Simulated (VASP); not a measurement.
# KMgF3 (Pm-3m) in VASP: a series of runs, part 3 of 3

VASP 6.6.1. The steps go on from the part before.

## 5. Relaxation of cell and atoms, PBE+D4

This run uses another cell than the first one, of 12.67 Å³/atom, 0.895 times its volume.

Input file INCAR:

```
PREC = Accurate
ENCUT = 600
EDIFF = 1E-6
ISMEAR = 0
SIGMA = 0.01
LREAL = F
LASPH = T
NELM = 100
ALGO = Normal
ISIF = 3
LWAVE = F
LCHARG = F
GGA = PE
IVDW = 13
IBRION = 2
NSW = 100
EDIFFG = -0.02
```

Input file KPOINTS:

```
regular mesh
0
Gamma
  6 6 6
```

Input file POSCAR:

```
KMgF3
1.0
    3.9859000000      0.0000000000      0.0000000000
    0.0000000000      3.9859000000      0.0000000000
    0.0000000000      0.0000000000      3.9859000000
K Mg F
1 1 3
Direct
    0.5000000000      0.5000000000      0.5000000000
    0.0000000000      0.0000000000      0.0000000000
    0.5000000000      0.0000000000      0.0000000000
    0.0000000000      0.5000000000      0.0000000000
    0.0000000000      0.0000000000      0.5000000000
```

Potentials or basis: VASP PAW PBE potentials, release 64 (K_sv, Mg, F).

On the command line:

```sh
$ cat potpaw_PBE.64/K_sv/POTCAR potpaw_PBE.64/Mg/POTCAR potpaw_PBE.64/F/POTCAR > POTCAR
$ mpirun -np 1 vasp_std > vasp.out
```

OUTCAR:

```text
PREC = Accurate
   ENCUT = 600
   EDIFF = 1E-6
   ISMEAR = 0
   LREAL = F
   LASPH = T
   NELM = 100
   ISIF = 3
   GGA = PE
   IVDW = 13
   IBRION = 2
   NSW = 100
   EDIFFG = -0.02

 ion  position               nearest neighbor table
   1  0.500  0.500  0.500-   3 2.82   4 2.82   5 2.82   3 2.82   4 2.82   3 2.82   5 2.82   3 2.82
                             4 2.82   5 2.82   4 2.82   5 2.82   2 3.45   2 3.45   2 3.45   2 3.45
   2  0.000  0.000  0.000-   3 1.99   4 1.99   5 1.99   5 1.99   4 1.99   3 1.99   1 3.45   1 3.45
                             1 3.45   1 3.45   1 3.45   1 3.45   1 3.45   1 3.45
   3  0.500  0.000  0.000-   2 1.99   2 1.99   1 2.82   1 2.82   1 2.82   1 2.82
   4  0.000  0.500  0.000-   2 1.99   2 1.99   1 2.82   1 2.82   1 2.82   1 2.82
   5  0.000  0.000  0.500-   2 1.99   2 1.99   1 2.82   1 2.82   1 2.82   1 2.82

  LATTYP: Found a simple cubic cell.
 ALAT       =     3.9859000000

  Lattice vectors:

 A1 = (   3.9859000000,   0.0000000000,   0.0000000000)
 A2 = (   0.0000000000,   3.9859000000,   0.0000000000)
 A3 = (   0.0000000000,   0.0000000000,   3.9859000000)

Analysis of symmetry for initial positions (statically):
=====================================================================
 Subroutine PRICEL returns:
 Original cell was already a primitive cell.

 Routine SETGRP: Setting up the symmetry group for a
 simple cubic supercell.

 Subroutine GETGRP returns: Found 48 space group operations
 (whereof 48 operations were pure point group operations)
 out of a pool of 48 trial point group operations.

The static configuration has the point symmetry O_h .

Analysis of symmetry for dynamics (positions and initial velocities):
=====================================================================
 Subroutine PRICEL returns:
 Original cell was already a primitive cell.

 Routine SETGRP: Setting up the symmetry group for a
 simple cubic supercell.

 Subroutine GETGRP returns: Found 48 space group operations
 (whereof 48 operations were pure point group operations)
 out of a pool of 48 trial point group operations.

The dynamic configuration has the point symmetry O_h .

 Subroutine INISYM returns: Found 48 space group operations
 (whereof 48 operations are pure point group operations),
 and found     1 'primitive' translations

----------------------------------------------------------------------------------------

                                     Primitive cell

  volume of cell :      63.3256

  direct lattice vectors                    reciprocal lattice vectors
     3.985900000  0.000000000  0.000000000     0.250884367  0.000000000  0.000000000
     0.000000000  3.985900000  0.000000000     0.000000000  0.250884367  0.000000000
     0.000000000  0.000000000  3.985900000     0.000000000  0.000000000  0.250884367

  length of vectors
     3.985900000  3.985900000  3.985900000     0.250884367  0.250884367  0.250884367

  position of ions in fractional coordinates (direct lattice)
     0.500000000  0.500000000  0.500000000
     0.000000000  0.000000000  0.000000000
     0.500000000  0.000000000  0.000000000
     0.000000000  0.500000000  0.000000000
     0.000000000  0.000000000  0.500000000

  ion indices of the primitive-cell ions
   primitive index   ion index
                 1           1
                 2           2
                 3           3
                 4           4
                 5           5

----------------------------------------------------------------------------------------

 KPOINTS: regular mesh

Automatic generation of k-mesh.
 Grid dimensions read from file:
 generate k-points for:    6    6    6

 Generating k-lattice:

  Cartesian coordinates                     Fractional coordinates (reciprocal lattice)
     0.041814061  0.000000000  0.000000000     0.166666667  0.000000000  0.000000000
     0.000000000  0.041814061  0.000000000     0.000000000  0.166666667  0.000000000
     0.000000000  0.000000000  0.041814061     0.000000000  0.000000000  0.166666667

  Length of vectors
     0.041814061  0.041814061  0.041814061

  Shift w.r.t. Gamma in fractional coordinates (k-lattice)
     0.000000000  0.000000000  0.000000000

 Subroutine IBZKPT returns following result:
 ===========================================

 Found     20 irreducible k-points:

 Following reciprocal coordinates:
            Coordinates               Weight
  0.000000  0.000000  0.000000      1.000000
  0.166667  0.000000  0.000000      6.000000
  0.333333  0.000000  0.000000      6.000000
  0.500000  0.000000  0.000000      3.000000
  0.166667  0.166667  0.000000     12.000000
  0.333333  0.166667  0.000000     24.000000
[... 12 lines left out ...]
  0.500000  0.500000  0.333333      6.000000
  0.500000  0.500000  0.500000      1.000000
   k-points           NKPTS =     20   k-points in BZ     NKDIM =     20   number of bands    NBANDS=     20
   number of dos      NEDOS =    301   number of ions     NIONS =      5
   total plane-waves  NPLWV =  32768
   dimension x,y,z NGX =    32 NGY =   32 NGZ =   32
   dimension x,y,z NGXF=    64 NGYF=   64 NGZF=   64
   ions per type =               1   1   3
   NGX,Y,Z   is equivalent  to a cutoff of  13.35, 13.35, 13.35 a.u.
   NGXF,Y,Z  is equivalent  to a cutoff of  26.69, 26.69, 26.69 a.u.
 SYSTEM =  unknown system
   PREC   = accura    normal or accurate (medium, high low for compatibility)
   ISTART =      0    job   : 0-new  1-cont  2-samecut
   ICHARG =      2    charge: 1-file 2-atom 10-const
   ISPIN  =      1    spin polarized calculation?
   LNONCOLLINEAR =      F non collinear calculations
   LSORBIT =      F    spin-orbit coupling
   LASPH  =      T    aspherical Exc in radial PAW
   ENCUT  =  600.0 eV  44.10 Ry    6.64 a.u.   7.96  7.96  7.96*2*pi/ulx,y,z
   NELM   =    100;   NELMIN=  2; NELMDL= -5     # of ELM steps
   EDIFF  = 0.1E-05   stopping-criterion for ELM
   LREAL  =      F    real-space projection
   EDIFFG = -.2E-01   stopping-criterion for IOM
   NSW    =    100    number of steps for IOM
   IBRION =      2    ionic relax: 0-MD 1-quasi-New 2-CG
   NFREE  =      1    steps in history (QN), initial steepest desc. (CG)
   ISIF   =      3    stress and relaxation
   ISYM   =      2    0-nonsym 1-usesym 2-fastsym
   POTIM  = 0.5000    time-step for ionic-motion
   TEBEG  =    0.0;   TEEND  =   0.0 temperature during run
   PSTRESS=    0.0 pullay stress
   NELECT =      32.0000    total number of electrons
   NUPDOWN=      -1.0000    fix difference up-down
   EMIN   =  10.00;   EMAX   =-10.00  energy-range for DOS
   EFERMI =   0.00;   METHOD = LEGACY
   ISMEAR =     0;   SIGMA  =   0.01  broadening in eV -4-tet -1-fermi 0-gaus
   EFERMI_NEDOS =   21; number of points for ismear=-14 and -15
   IALGO  =     38    algorithm
   IMIX   =      4    mixing-type and parameters
     AMIX     =   0.40;   BMIX     =  1.00
     AMIX_MAG =   1.60;   BMIX_MAG =  1.00
  volume/ion in A,a.u.               =      12.67        85.47
  Fermi-wavevector in a.u.,A,eV,Ry     =   1.303962  2.464132 23.134232  1.700318
  Thomas-Fermi vector in A             =   2.434930
   LORBIT       =      0    0 simple, 1 ext, 2 COOP (PROOUT), +10 PAW based schemes
   GGA     = PE    functional components
   LHFCALC =     F    Hartree Fock is set to
   AEXX    =    0.0000 exact exchange contribution
   IVDW    =    13    specifies the selected vdW correction
   LEPSILON=     F    determine dielectric tensor
   LRPA    =     F    only Hartree local field effects (RPA)
 conjugate gradient relaxation of ions
 non-spin polarized calculation
 Gauss-broadening in eV      SIGMA  =   0.01
  energy-cutoff  :      600.00
  volume of cell :       63.33
 maximum number of plane-waves:      2176
 NGX is ok and might be reduce to    32
   NGX = 15   NGY = 15   NGZ = 15

--------------------------------------- Ionic step        1  -------------------------------------------

 number of electron      32.0000010 magnetization

 Free energy of the ion-electron system (eV)
  ---------------------------------------------------
  ext. energy  EPLUGINS =         0.00000000
  ---------------------------------------------------
  free energy    TOTEN  =       -24.42216180 eV

  energy without entropy =      -24.42216180  energy(sigma->0) =      -24.42216180

------------------------ aborting loop because EDIFF is reached ----------------------------------------

  DFT-D4 for vdW energy calculation

  Edisp (eV):   -0.44092

  FORCE on cell =-STRESS in cart. coord.  units (eV):
  Direction    XX          YY          ZZ          XY          YZ          ZX
  --------------------------------------------------------------------------------------
  -------------------------------------------------------------------------------------
  Total       0.85526     0.85526     0.85526    -0.00000    -0.00000     0.00000
  in kB      21.63860    21.63860    21.63860    -0.00000    -0.00000     0.00000
  external pressure =       21.64 kB  Pullay stress =        0.00 kB
[... 67 lines left out ...]
  energy  without entropy=      -24.8750546877  energy(sigma->0) =      -24.87505469

--------------------------------------- Ionic step        3  -------------------------------------------

 number of electron      32.0000035 magnetization

 Free energy of the ion-electron system (eV)
  ---------------------------------------------------
  ext. energy  EPLUGINS =         0.00000000
  ---------------------------------------------------
  free energy    TOTEN  =       -24.44677482 eV

  energy without entropy =      -24.44677482  energy(sigma->0) =      -24.44677482

 E-fermi :  -1.6169     XC(G=0):  -9.5393

 val. band max:       -1.7491566251   @ k =   0.5000   0.5000   0.5000
 cond. band min:       5.3387503578   @ k =   0.0000   0.0000   0.0000
 fundamental gap:      7.0879069829
 Fermi energy:        -1.6169237263

 k-point     1 :       0.0000    0.0000    0.0000
  band No.  band energies     occupation
      1     -27.4607      2.00000
      2     -21.7923      2.00000
      3     -21.1758      2.00000
      4     -21.1758      2.00000
      5     -10.9493      2.00000
      6     -10.9493      2.00000
[... 12 lines left out ...]
     19       8.2928      0.00000
[... 472 lines left out ...]
  FREE ENERGIE OF THE ION-ELECTRON SYSTEM (eV)
  ---------------------------------------------------
  free  energy   TOTEN  =       -24.8753399032 eV

  energy  without entropy=      -24.8753399032  energy(sigma->0) =      -24.87533990

 reached required accuracy - stopping structural energy minimisation
```

OSZICAR:

```text
N       E                     dE             d eps       ncg     rms          rms(c)
DAV:   1     0.265493578486E+03    0.26549E+03   -0.19288E+04   816   0.172E+03
[... 25 lines left out ...]
DAV:   1    -0.244535967355E+02   -0.90349E-02   -0.13621E-01   852   0.349E+00    0.650E-01
DAV:   2    -0.244471756529E+02    0.64211E-02   -0.30242E-02   856   0.138E+00    0.121E-01
DAV:   3    -0.244468453777E+02    0.33028E-03   -0.58882E-04  1092   0.212E-01    0.697E-02
DAV:   4    -0.244467755029E+02    0.69875E-04   -0.28955E-04  1392   0.102E-01    0.537E-02
DAV:   5    -0.244467784267E+02   -0.29238E-05   -0.25163E-05  1048   0.419E-02    0.115E-02
DAV:   6    -0.244467755686E+02    0.28581E-05   -0.14640E-05  1224   0.292E-02    0.383E-03
DAV:   7    -0.244467748233E+02    0.74530E-06   -0.11351E-06   832   0.517E-03
   3 F= -.24875340E+02 E0= -.24875340E+02  d E =-.122599E-01
```

Wall time 43 s (1 thread of Intel Xeon Platinum 8488C (Sapphire Rapids), shared host); peak memory 0.2 GiB.

What came out:

```yaml
Free_energy: -24.8753 eV
Relaxed_volume: 13.04 Å³/atom
Relaxed_cell: a = 4.025 Å, b = 4.025 Å, c = 4.025 Å, α = 90.00°, β = 90.00°, γ = 90.00°
Space_group_after_relaxing_to_0.05_Å: Pm-3m (No. 221)
Energy_gained_by_relaxing: 2.5 meV/atom
Ionic_steps: 3
Pressure_after_relaxing: 0.0 GPa
Band_gap_on_the_k_mesh: 7.09 eV, indirect (least direct gap 7.41 eV)
Dispersion_energy_per_atom: -0.086 eV
```

The path:
| step | energy change (eV) | largest force (eV/Å) | pressure (GPa) | volume (Å³) |
| --- | --- | --- | --- | --- |
| 1 | 0.0000 | 0.0000 | 2.16 | 63.33 |
| 2 | -0.0120 | 0.0000 | 0.31 | 64.91 |
| 3 | -0.0123 | 0.0000 | -0.01 | 65.21 |

Final structure:
```
K Mg F
1.0
     4.02502    0.00000    0.00000
     0.00000    4.02502    0.00000
     0.00000    0.00000    4.02502
K Mg F
1 1 3
Cartesian
  2.0125 2.0125 2.0125
  0.0000 0.0000 0.0000
  2.0125 0.0000 0.0000
  0.0000 2.0125 0.0000
  0.0000 0.0000 2.0125
```

Levels at points of the mesh, in eV from the valence-band top:
| k point | band 13 | band 14 | band 15 | band 16 | band 17 | band 18 | band 19 | band 20 |
| --- | --- | --- | --- | --- | --- | --- | --- | --- |
| (0.00, 0.00, 0.00) | -0.60 | -0.32 | -0.32 | -0.32 | 7.09 | 10.04 | 10.04 | 12.16 |
| (0.50, 0.00, 0.00) | -0.83 | -0.82 | -0.51 | -0.51 | 9.93 | 10.15 | 11.04 | 12.68 |
| (0.50, 0.50, 0.00) | -0.99 | -0.87 | -0.87 | -0.02 | 10.74 | 11.55 | 12.36 | 12.36 |
| (0.50, 0.50, 0.50) | -1.09 | 0.00 | 0.00 | 0.00 | 10.33 | 10.33 | 10.33 | 13.75 |

A k mesh can miss the band edges. Zero-point motion and thermal expansion aren't in these numbers.

## 6. Relaxation of cell and atoms, LDA

This run uses another cell than the first one, of 12.67 Å³/atom, 0.895 times its volume.

Input file INCAR:

```
SYSTEM = KMgF3
ALGO     = Normal         ! electronic algorithm
EDIFF    = 1E-6           ! SCF threshold, eV
EDIFFG   = -0.02          ! ionic threshold
ENCUT    = 600            ! plane-wave cutoff, eV
IBRION   = 2              ! ionic algorithm
ISIF     = 3              ! what is computed and relaxed
ISMEAR   = 0              ! smearing method
LASPH    = .True.         ! aspherical terms in the spheres
LCHARG   = .False.        ! write CHGCAR
LREAL    = .False.        ! projectors in reciprocal space
LWAVE    = .False.        ! write WAVECAR
NELM     = 80             ! most SCF steps
NSW      = 100            ! ionic steps
PREC     = Accurate       ! precision mode
SIGMA    = 0.01           ! smearing width, eV
```

Input file KPOINTS:

```
k-points
0
Gamma
  6 6 6
  0 0 0
```

POSCAR is that of step 5.

Potentials or basis: VASP PAW LDA potentials, release 64 (K_sv, Mg, F).

On the command line:

```sh
$ cat potpaw_LDA.64/K_sv/POTCAR potpaw_LDA.64/Mg/POTCAR potpaw_LDA.64/F/POTCAR > POTCAR
$ mpirun -np 1 vasp_std > vasp.out
```

Run time: 43 s. Hardware: 1 thread of Intel Xeon Platinum 8488C (Sapphire Rapids), shared host; peak memory 0.17 GiB.

It converged, with:

- Free energy: -27.1514 eV
- Relaxed volume: 11.80 Å³/atom
- Relaxed cell: a = 3.893 Å, b = 3.893 Å, c = 3.893 Å, α = 90.00°, β = 90.00°, γ = 90.00°
- Space group after relaxing (to 0.05 Å): Pm-3m (No. 221)
- Energy gained by relaxing: 15.5 meV/atom
- Ionic steps: 3
- Pressure after relaxing: 0.0 GPa
- Band gap on the k mesh: 7.52 eV, indirect (least direct gap 7.84 eV)

The path:
```tsv
step	energy change (eV)	largest force (eV/Å)	pressure (GPa)	volume (Å³)
1	0.0000	0.0000	-5.36	63.33
2	-0.0764	0.0000	-0.80	59.52
3	-0.0777	0.0000	-0.02	58.99
```

Final structure:
```yaml
crystal:
  lattice:
    - [3.89288, 0.00000, 0.00000]
    - [0.00000, 3.89288, 0.00000]
    - [0.00000, 0.00000, 3.89288]
  atoms:
    - { symbol: K, position: [0.50000, 0.50000, 0.50000] }
    - { symbol: Mg, position: [0.00000, 0.00000, 0.00000] }
    - { symbol: F, position: [0.50000, 0.00000, 0.00000] }
    - { symbol: F, position: [0.00000, 0.50000, 0.00000] }
    - { symbol: F, position: [0.00000, 0.00000, 0.50000] }
```

Levels at points of the mesh, in eV from the valence-band top:
```tsv
k point	band 12	band 13	band 14	band 15	band 16	band 17	band 18	band 19	band 20
(0.00, 0.00, 0.00)	-0.71	-0.71	-0.32	-0.32	-0.32	7.52	9.87	9.87	12.19
(0.50, 0.00, 0.00)	-1.02	-0.97	-0.97	-0.59	-0.59	10.25	10.87	11.05	12.91
(0.50, 0.50, 0.00)	-1.21	-1.21	-0.97	-0.97	-0.03	11.11	11.79	12.96	12.96
(0.50, 0.50, 0.50)	-1.21	-1.21	0.00	0.00	0.00	10.46	10.46	10.46	14.19
```

A k mesh can miss the band edges. Expect the measured gap to be larger: semilocal functionals such as LDA lack the derivative discontinuity.

## 7. Overview

| task | level | potentials or basis | cell | cutoff (eV) | gap on the mesh (eV) | pressure (GPa) | relaxed volume (Å³/atom) |
| --- | --- | --- | --- | --- | --- | --- | --- |
| single point | RPBE | VASP PAW PBE potentials, release 64 (K_sv, Mg, F) | a = 4.137 Å, 5 atoms | 520 | 6.81 | -0.4 | - |
| relaxation of cell and atoms | PBE+D3(BJ) | VASP PAW PBE potentials, release 64 (K_sv, Mg, F) | relaxed from a = 3.986 Å, 5 atoms | 600 | 7.21 | 0.2 | 12.84 |
| relaxation of cell and atoms | RPBE | VASP PAW PBE potentials, release 64 (K_sv, Mg, F) | relaxed from a = 3.986 Å, 5 atoms | 600 | 6.85 | -0.1 | 14.08 |
| relaxation of cell and atoms | PBE+D4 | VASP PAW PBE potentials, release 64 (K_sv, Mg, F) | relaxed from a = 3.986 Å, 5 atoms | 600 | 7.09 | 0.0 | 13.04 |
| relaxation of cell and atoms | LDA | VASP PAW LDA potentials, release 64 (K_sv, Mg, F) | relaxed from a = 3.986 Å, 5 atoms | 600 | 7.52 | 0.0 | 11.80 |

Alike in all rows: no spin polarisation; k mesh 6 × 6 × 6; smearing gaussian 0.01 eV.

Caveats: the PAW data sets were made with another functional, which shifts forces and pressure a little (some runs); the volume moved by +11 % from the deposited cell, more than functionals usually miss (some runs).

Absolute energies hang on the potentials; compare differences alone.
